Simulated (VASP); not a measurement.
Set up this calculation in VASP 6.6.1, as the native input.

| Item | Value |
| --- | --- |
| Task | single point |
| Functional | LDA |
| Potentials or basis | VASP PAW LDA potentials, release 64 (Pb_d, F) |
| Cutoff | 520 eV |
| k mesh | 8 × 8 × 8 |
| Occupations | gaussian, width 0.05 eV |
| Spin | no spin polarisation |
| Dipole correction | no |
| Further INCAR settings | ALGO = Normal; EDIFF = 1e-06; NBANDS = 21 |

The structure of PbF2 lies in POSCAR:

```
PbF2
1.0
    0.0000000000      3.0478085625      3.0478085625
    2.9698500000      0.0779585625      2.9698500000
    2.9698500000      2.9698500000      0.0779585625
Pb F
1 2
Direct
    0.0000000000      0.0000000000      0.0000000000
    0.2500000000      0.2500000000      0.2500000000
    0.7500000000      0.7500000000      0.7500000000
```

This cell differs from its parent crystal: strain +0.0525 x Voigt [0, 0, 0, 1, 0, 0].

One way to write it, as run:

INCAR

```
SYSTEM = PbF2
PREC = Accurate ; ENCUT = 520
EDIFF = 1E-6 ; ISMEAR = 0
SIGMA = 0.05 ; LREAL = .False.
LASPH = .True. ; NELM = 100
ALGO = Normal ; ISIF = 2
LWAVE = .False. ; LCHARG = .False.
GGA = CA ; NBANDS = 21
```

KPOINTS

```
Automatic mesh
0
Gamma
  8 8 8
  0 0 0
```

Potentials or basis: VASP PAW LDA potentials, release 64 (Pb_d, F).

Run with:

```bash
$ cat potpaw_LDA.64/Pb_d/POTCAR potpaw_LDA.64/F/POTCAR > POTCAR
$ mpirun -np 1 vasp_std > vasp.out
```

It gave:

The pressure is -4.7 GPa, the largest force is 0.101 eV/Å and the band gap on the k mesh is 4.18 eV (least direct gap 4.36 eV).

Caveat: the cell differs from its parent crystal (strain +0.0525 x Voigt [0, 0, 0, 1, 0, 0]); the cell stands under tension; spin-orbit coupling is left out, which moves the levels of the heavy elements.

Wall time 100 s on 1 thread of Intel Xeon 8259CL (shared host), peak memory 0.22 GiB.
